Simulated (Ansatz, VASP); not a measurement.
## Ir: VASP beside Ansatz

File INCAR:

```
SYSTEM = Ir
PREC = Accurate ; ENCUT = 520
EDIFF = 1E-8 ; ISMEAR = -1
SIGMA = 0.05 ; LREAL = .False.
LASPH = .True. ; NELM = 100
ALGO = Normal ; ISIF = 2
LWAVE = .False. ; LCHARG = .False.
GGA = PS ; LEFG = .True.
NBANDS = 16
```

Contents of KPOINTS:

```
regular mesh
0
Gamma
  13 13 7
  0 0 0
```

The input POSCAR:

```
Ir
1.0
    2.7448628762      0.0000000000      0.0000000000
   -1.3724314381      2.3771209807      0.0000000000
    0.0000000000      0.0000000000      4.4466778595
Ir
2
Direct
    0.2933333333      0.6466666667      0.2200000000
    0.7066666667      0.3533333333      0.7800000000
```

Input for Ansatz:

```yaml
crystal:
  lattice:
    - [2.7448628762, 0.0, 0.0]
    - [-1.3724314381, 2.3771209807, 0.0]
    - [0.0, 0.0, 4.4466778595]
  atoms:
    - { symbol: Ir, position: [0.2933333333, 0.6466666667, 0.22] }
    - { symbol: Ir, position: [0.7066666667, 0.3533333333, 0.78] }
kpoints:
  mp_grid: { grid: [13, 13, 7] }
scf:
  occupations: { method: fermi_dirac, width: 0.05 }
hamiltonian:
  xc: pbesol
  pseudopotentials: { kind: all_electron, datasets: crystal }
output:
  forces: true
  stress: true
  eigenvalues: true
  efg: { contact_densities: true }
```

Change from the starting cell: shortest bond scaled by 0.88, crystal datasets.

Alike in both runs: task electric field gradients; functional PBEsol; k mesh 13 × 13 × 7; occupations fermi-dirac, width 0.05 eV; no spin polarisation.

|  | VASP | Ansatz |
| --- | --- | --- |
| version | VASP 6.6.1 | Ansatz 0.2.0 |
| potentials or method | VASP PAW PBE potentials, release 64 (Ir), cutoff 520 eV | all-electron PAW with datasets made for the crystal, scalar-relativistic |

```tsv
	VASP	Ansatz	Ansatz less VASP
pressure (GPa)	7.1	6.0	-1.13
traceless stress, the component that is largest in VASP (GPa)	12.00	11.95	-0.051
rms of the force components (eV/Å)	2.384	2.340	-0.0435
size of Vzz on the site where it differs most (V/Å²)	24.6	35.8	+11.12
```

VASP's potentials were made for PBE, not for PBEsol. Atom by atom the forces differ by 0.045 eV/Å (rms over components). Ansatz ran all-electron here, and VASP with PAW potentials.

Spin-orbit coupling is off throughout.
